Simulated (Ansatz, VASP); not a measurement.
One calculation of Sn, two programs

```xyz
1
Lattice="-2.0292 2.0292 1.6608 2.0292 -2.0292 1.6608 2.0292 2.0292 -1.6608" Properties=species:S:1:pos:R:3 pbc="T T T"
Sn    0.0000    0.0000    0.0000
```

Alike in both runs: functional PBE; k mesh 7 × 7 × 7; occupations fermi-dirac, width 0.05 eV; non-collinear spin, spin-orbit coupling.

|  | VASP | Ansatz |
| --- | --- | --- |
| version | VASP 6.6.1 | Ansatz 0.2.0 |
| potentials or method | VASP PAW PBE potentials, release 64 (Sn_d) | Ansatz PAW |
| plane-wave cutoff (eV) | 520 | 420 |
| valence electrons in the cell | 14 | 14 |
| task | single point | band structure |

|  | VASP | Ansatz | Ansatz less VASP |
| --- | --- | --- | --- |
| pressure (GPa) | 1.6 | 1.6 | +0.05 |
| traceless stress, the component that is largest in VASP (GPa) | 1.33 | 1.32 | -0.002 |
| net moment per atom (μB) | 0.00 | 0.00 | 0.000 |
